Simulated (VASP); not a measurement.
# GeSb2Te4 (R-3m) in VASP: settings compared

GeSb2Te4 is run at these levels: PBE, LDA; tasks: single point, relaxation of cell and atoms.

Program: VASP 6.6.1. These are calculated values, not measurements. Logs are shortened: lines on timing, memory, paths and dates and some standing lists are left out, and cuts for length are marked.

## Step 1: The cell of the first run

The structure is trigonal, space group R-3m (No. 166). Conventional cell: a = 4.323 Å, b = 4.323 Å, c = 39.492 Å, α = 90.00°, β = 90.00°, γ = 120.00°. Te (site symmetry 3m) has 3 Ge at 2.99 Å and 3 Te at 3.31 Å within 3.9 Å. Te (site symmetry 3m) has 3 Sb at 3.04 Å and 3 Te at 3.31 Å within 4.0 Å. Within 4.0 Å of Sb (site symmetry 3m) lie 3 Te at 3.04 Å and 3 Sb at 3.23 Å. Ge (site symmetry -3m) has 6 Te at 2.99 Å within 3.9 Å.

## Step 2: Single point, PBE

The input, INCAR:

```
SYSTEM = GeSb2Te4
ALGO = Normal
EDIFF = 1E-7
ENCUT = 520
GGA = PE
ISIF = 2
ISMEAR = -1
LASPH = .True.
LCHARG = .False.
LREAL = .False.
LWAVE = .False.
NBANDS = 33
NELM = 80
PREC = Accurate
SIGMA = 0.05
```

The input, KPOINTS:

```
k-points
0
Gamma
  7 7 7
  0 0 0
```

The input, POSCAR:

```
GeSb2Te4
1.0
    2.1617060604      1.2480615759     13.1639201490
   -2.1617060604      1.2480615759     13.1639201490
    0.0000000000     -2.4961231518     13.1639201490
Te Sb Ge
4 2 1
Direct
    0.7083029041      0.7083029041      0.7083029041
    0.2916970959      0.2916970959      0.2916970959
    0.5699889041      0.5699889041      0.5699889041
    0.4300110959      0.4300110959      0.4300110959
    0.8592027721      0.8592027721      0.8592027721
    0.1407972279      0.1407972279      0.1407972279
    0.0000000000      0.0000000000      0.0000000000
```

Potentials or basis: VASP PAW PBE potentials, release 64 (Te, Sb, Ge_d).

Command:

```sh
> cat potpaw_PBE.64/Te/POTCAR potpaw_PBE.64/Sb/POTCAR potpaw_PBE.64/Ge_d/POTCAR > POTCAR
> mpirun -np 1 vasp_std > vasp.out
```

OUTCAR:

```text
SYSTEM = GeSb2Te4
   EDIFF = 1E-7
   ENCUT = 520
   GGA = PE
   ISIF = 2
   ISMEAR = -1
   LASPH = .True.
   LREAL = .False.
   NELM = 80
   PREC = Accurate

 ion  position               nearest neighbor table
   1  0.708  0.708  0.708-   7 2.99   7 2.99   7 2.99   4 3.31   4 3.31   4 3.31
   2  0.292  0.292  0.292-   7 2.99   7 2.99   7 2.99   3 3.31   3 3.31   3 3.31
   3  0.570  0.570  0.570-   5 3.04   5 3.04   5 3.04   2 3.31   2 3.31   2 3.31
   4  0.430  0.430  0.430-   6 3.04   6 3.04   6 3.04   1 3.31   1 3.31   1 3.31
   5  0.859  0.859  0.859-   3 3.04   3 3.04   3 3.04   6 3.23   6 3.23   6 3.23
   6  0.141  0.141  0.141-   4 3.04   4 3.04   4 3.04   5 3.23   5 3.23   5 3.23
   7  0.000  0.000  0.000-   1 2.99   1 2.99   2 2.99   2 2.99   1 2.99   2 2.99

  LATTYP: Found a trigonal (rhomboedric) cell.
 ALAT       =    13.3984859024
 COS(alpha) =     0.9479390812

  Lattice vectors:

 A1 = (   2.1617060604,   1.2480615759,  13.1639201490)
 A2 = (  -2.1617060604,   1.2480615759,  13.1639201490)
 A3 = (   0.0000000000,  -2.4961231518,  13.1639201490)

Analysis of symmetry for initial positions (statically):
=====================================================================
 Subroutine PRICEL returns:
 Original cell was already a primitive cell.

 Routine SETGRP: Setting up the symmetry group for a
 trigonal (rhombohedral) supercell.

 Subroutine GETGRP returns: Found 12 space group operations
 (whereof 12 operations were pure point group operations)
 out of a pool of 12 trial point group operations.

The static configuration has the point symmetry D_3d.

Analysis of symmetry for dynamics (positions and initial velocities):
=====================================================================
 Subroutine PRICEL returns:
 Original cell was already a primitive cell.

 Routine SETGRP: Setting up the symmetry group for a
 trigonal (rhombohedral) supercell.

 Subroutine GETGRP returns: Found 12 space group operations
 (whereof 12 operations were pure point group operations)
 out of a pool of 12 trial point group operations.

The dynamic configuration has the point symmetry D_3d.

 Subroutine INISYM returns: Found 12 space group operations
 (whereof 12 operations are pure point group operations),
 and found     1 'primitive' translations

----------------------------------------------------------------------------------------

                                     Primitive cell

  volume of cell :     213.0930

  direct lattice vectors                    reciprocal lattice vectors
     2.161706060  1.248061576 13.163920149     0.231298792  0.133540420  0.025321738
    -2.161706060  1.248061576 13.163920149    -0.231298792  0.133540420  0.025321738
     0.000000000 -2.496123152 13.163920149     0.000000000 -0.267080839  0.025321738

  length of vectors
    13.398485902 13.398485902 13.398485902     0.268278522  0.268278522  0.268278522

  position of ions in fractional coordinates (direct lattice)
     0.708302904  0.708302904  0.708302904
     0.291697096  0.291697096  0.291697096
     0.569988904  0.569988904  0.569988904
     0.430011096  0.430011096  0.430011096
     0.859202772  0.859202772  0.859202772
     0.140797228  0.140797228  0.140797228
     0.000000000  0.000000000  0.000000000

  ion indices of the primitive-cell ions
   primitive index   ion index
                 1           1
                 2           2
                 3           3
                 4           4
                 5           5
                 6           6
                 7           7

----------------------------------------------------------------------------------------

 KPOINTS: k-points

Automatic generation of k-mesh.
 Grid dimensions read from file:
 generate k-points for:    7    7    7

 Generating k-lattice:

  Cartesian coordinates                     Fractional coordinates (reciprocal lattice)
     0.033042685  0.019077203  0.003617391     0.142857143 -0.000000000  0.000000000
    -0.033042685  0.019077203  0.003617391    -0.000000000  0.142857143  0.000000000
     0.000000000 -0.038154406  0.003617391     0.000000000  0.000000000  0.142857143

  Length of vectors
     0.038325503  0.038325503  0.038325503

  Shift w.r.t. Gamma in fractional coordinates (k-lattice)
     0.000000000  0.000000000  0.000000000

 Subroutine IBZKPT returns following result:
 ===========================================

 Found     44 irreducible k-points:

 Following reciprocal coordinates:
            Coordinates               Weight
  0.000000  0.000000  0.000000      1.000000
  0.142857 -0.000000  0.000000      6.000000
  0.285714  0.000000  0.000000      6.000000
  0.428571  0.000000  0.000000      6.000000
  0.142857  0.142857  0.000000      6.000000
  0.285714  0.142857  0.000000     12.000000
[... 16 lines left out ...]
  0.285714  0.285714  0.142857      6.000000
  0.428571  0.285714  0.142857     12.000000
 [... further k-points ...]
   k-points           NKPTS =     44   k-points in BZ     NKDIM =     44   number of bands    NBANDS=     33
   number of dos      NEDOS =    301   number of ions     NIONS =      7
   total plane-waves  NPLWV = ******
   dimension x,y,z NGX =   100 NGY =  100 NGZ =  100
   dimension x,y,z NGXF=   200 NGYF=  200 NGZF=  200
   ions per type =               4   2   1
   NGX,Y,Z   is equivalent  to a cutoff of  12.41, 12.41, 12.41 a.u.
   NGXF,Y,Z  is equivalent  to a cutoff of  24.82, 24.82, 24.82 a.u.
 SYSTEM =  GeSb2Te4
   PREC   = accura    normal or accurate (medium, high low for compatibility)
   ISTART =      0    job   : 0-new  1-cont  2-samecut
   ICHARG =      2    charge: 1-file 2-atom 10-const
   ISPIN  =      1    spin polarized calculation?
   LNONCOLLINEAR =      F non collinear calculations
   LSORBIT =      F    spin-orbit coupling
   LASPH  =      T    aspherical Exc in radial PAW
   ENCUT  =  520.0 eV  38.22 Ry    6.18 a.u.  24.91 24.91 24.91*2*pi/ulx,y,z
   NELM   =     80;   NELMIN=  2; NELMDL= -5     # of ELM steps
   EDIFF  = 0.1E-06   stopping-criterion for ELM
   LREAL  =      F    real-space projection
   EDIFFG = 0.1E-05   stopping-criterion for IOM
   NSW    =      0    number of steps for IOM
   IBRION =     -1    ionic relax: 0-MD 1-quasi-New 2-CG
   NFREE  =      0    steps in history (QN), initial steepest desc. (CG)
   ISIF   =      2    stress and relaxation
   ISYM   =      2    0-nonsym 1-usesym 2-fastsym
   POTIM  = 0.5000    time-step for ionic-motion
   TEBEG  =    0.0;   TEEND  =   0.0 temperature during run
   PSTRESS=    0.0 pullay stress
   NELECT =      48.0000    total number of electrons
   NUPDOWN=      -1.0000    fix difference up-down
   EMIN   =  10.00;   EMAX   =-10.00  energy-range for DOS
   EFERMI =   0.00;   METHOD = LEGACY
   ISMEAR =    -1;   SIGMA  =   0.05  broadening in eV -4-tet -1-fermi 0-gaus
   EFERMI_NEDOS =   21; number of points for ismear=-14 and -15
   IALGO  =     38    algorithm
   IMIX   =      4    mixing-type and parameters
     AMIX     =   0.40;   BMIX     =  1.00
     AMIX_MAG =   1.60;   BMIX_MAG =  1.00
  volume/ion in A,a.u.               =      30.44       205.43
  Fermi-wavevector in a.u.,A,eV,Ry     =   0.996091  1.882338 13.499654  0.992197
  Thomas-Fermi vector in A             =   2.128155
   LORBIT       =      0    0 simple, 1 ext, 2 COOP (PROOUT), +10 PAW based schemes
   GGA     = PE    functional components
   LHFCALC =     F    Hartree Fock is set to
   AEXX    =    0.0000 exact exchange contribution
   IVDW    =     0    specifies the selected vdW correction
   LEPSILON=     F    determine dielectric tensor
   LRPA    =     F    only Hartree local field effects (RPA)
 non-spin polarized calculation
  energy-cutoff  :      520.00
  volume of cell :      213.09
 maximum number of plane-waves:      5768
   NGX = 49   NGY = 49   NGZ = 49

 number of electron      48.0000002 magnetization

 Free energy of the ion-electron system (eV)
  ---------------------------------------------------
  ext. energy  EPLUGINS =         0.00000000
  ---------------------------------------------------
  free energy    TOTEN  =       -25.31791632 eV

  energy without entropy =      -25.29958657  energy(sigma->0) =      -25.30875144

 E-fermi :   6.4638     XC(G=0):  -9.4851

 val. band max:        6.4624315358   @ k =   0.2857   0.1429   0.1429
 cond. band min:       6.4687745400   @ k =  -0.1429   0.1429   0.0000
 fundamental gap:      0.0063430042
 Fermi energy:         6.4638386077

 k-point     1 :       0.0000    0.0000    0.0000
  band No.  band energies     occupation
      1     -18.1887      2.00000
      2     -18.1887      2.00000
      3     -18.1847      2.00000
      4     -18.1816      2.00000
      5     -18.1816      2.00000
      6      -6.7828      2.00000
[... 25 lines left out ...]
     32       9.0056      0.00000
     33       9.0056      0.00000

 k-point     2 :       0.1429   -0.0000    0.0000
  band No.  band energies     occupation
      1     -18.1891      2.00000
      2     -18.1886      2.00000
      3     -18.1845      2.00000
      4     -18.1817      2.00000
      5     -18.1813      2.00000
      6      -6.6096      2.00000
[... 25 lines left out ...]
     32       9.0252      0.00000
     33       9.6376      0.00000

 k-point     3 :       0.2857    0.0000    0.0000
  band No.  band energies     occupation
      1     -18.1901      2.00000
      2     -18.1884      2.00000
      3     -18.1840      2.00000
      4     -18.1817      2.00000
      5     -18.1807      2.00000
      6      -6.1200      2.00000
[... 25 lines left out ...]
     32       9.8037      0.00000
     33      10.0248      0.00000

 k-point     4 :       0.4286    0.0000    0.0000
  band No.  band energies     occupation
      1     -18.1909      2.00000
      2     -18.1883      2.00000
      3     -18.1837      2.00000
      4     -18.1816      2.00000
      5     -18.1801      2.00000
      6      -5.4823      2.00000
[... 25 lines left out ...]
     32      10.3321      0.00000
     33      10.5691      0.00000

 k-point     5 :       0.1429    0.1429    0.0000
  band No.  band energies     occupation
      1     -18.1891      2.00000
      2     -18.1886      2.00000
      3     -18.1845      2.00000
      4     -18.1817      2.00000
      5     -18.1813      2.00000
      6      -6.6055      2.00000
[... 604 lines left out ...]
 k-point    22 :      -0.1429    0.1429    0.1429
  band No.  band energies     occupation
      1     -18.1901      2.00000
      2     -18.1884      2.00000
      3     -18.1840      2.00000
      4     -18.1817      2.00000
      5     -18.1807      2.00000
      6      -6.1205      2.00000
[... 25 lines left out ...]
     32       9.9396      0.00000
     33      10.1378      0.00000

 k-point    23 :       0.2857    0.2857    0.1429
  band No.  band energies     occupation
      1     -18.1891      2.00000
      2     -18.1886      2.00000
      3     -18.1845      2.00000
      4     -18.1817      2.00000
      5     -18.1813      2.00000
      6      -6.5797      2.00000
[... 25 lines left out ...]
     32       9.0898      0.00000
     33       9.4892      0.00000

 k-point    24 :       0.4286    0.2857    0.1429
  band No.  band energies     occupation
      1     -18.1897      2.00000
      2     -18.1885      2.00000
      3     -18.1841      2.00000
      4     -18.1817      2.00000
      5     -18.1809      2.00000
      6      -6.2396      2.00000
[... 25 lines left out ...]
     32      10.0385      0.00000
     33      10.1564      0.00000

 [... further k-points ...]
[... 5 lines left out ...]
  --------------------------------------------------------------------------------------
  -------------------------------------------------------------------------------------
  Total       -0.0164460     -0.0164460     -0.0295504      0.0000000      0.0000000      0.0000000
  in kB       -0.1236523     -0.1236523     -0.2221799      0.0000000      0.0000000      0.0000000
  external PRESSURE =      -0.1564949 kB  Pullay stress =       0.0000000 kB

 VOLUME and BASIS-vectors are now :
 -----------------------------------------------------------------------------
  energy-cutoff  :      520.00
  volume of cell :      213.09
      direct lattice vectors                 reciprocal lattice vectors
     2.161706060  1.248061576 13.163920149     0.231298792  0.133540420  0.025321738
    -2.161706060  1.248061576 13.163920149    -0.231298792  0.133540420  0.025321738
     0.000000000 -2.496123152 13.163920149     0.000000000 -0.267080839  0.025321738

 POSITION                                       TOTAL-FORCE (eV/Angst)
 -----------------------------------------------------------------------------------
      0.00000      0.00000     27.97213         0.000000     -0.000000      0.013425
      0.00000      0.00000     11.51963         0.000000      0.000000     -0.013425
      0.00000      0.00000     22.50987         0.000000     -0.000000      0.017062
      0.00000      0.00000     16.98190         0.000000     -0.000000     -0.017062
      0.00000      0.00000     33.93143         0.000000      0.000000     -0.021479
      0.00000      0.00000      5.56033         0.000000      0.000000      0.021479
      0.00000      0.00000      0.00000         0.000000     -0.000000      0.000000
 -----------------------------------------------------------------------------------
    total drift:                               -0.000000      0.000000     -0.000000

  FREE ENERGIE OF THE ION-ELECTRON SYSTEM (eV)
  ---------------------------------------------------
  free  energy   TOTEN  =       -25.3179163168 eV

  energy  without entropy=      -25.2995865683  energy(sigma->0) =      -25.30875144
```

It took 38 min on 1 thread of Intel Xeon 6975P-C (Granite Rapids), shared host; peak memory 1.9 GiB.

What came out:

```
Free energy            : -25.3179 eV
Pressure               : 0.0 GPa
Largest force          : 0.021 eV/Å
Band gap on the k mesh : zero (bands 24 and 25 overlap by 0.19 eV)
```

Forces in eV/Å, atoms in the order of the input:
```
Te   0.000  0.000  0.013
Te   0.000  0.000 -0.013
Te   0.000  0.000  0.017
Te   0.000  0.000 -0.017
Sb   0.000  0.000 -0.021
Sb   0.000  0.000  0.021
Ge   0.000  0.000  0.000
```

Levels at points of the mesh, in eV from the Fermi level:
```
           k point  band 21  band 22  band 23  band 24  band 25  band 26  band 27  band 28
(0.00, 0.00, 0.00)    -1.11    -1.11    -0.90    -0.11     0.06     0.06     0.67     1.19
```

Caveat: spin-orbit coupling is left out, which moves the levels of the heavy elements.

(Part 1 of 2 ends here.)

The gap in the log of VASP goes by the Fermi energy; the results here count the filled bands.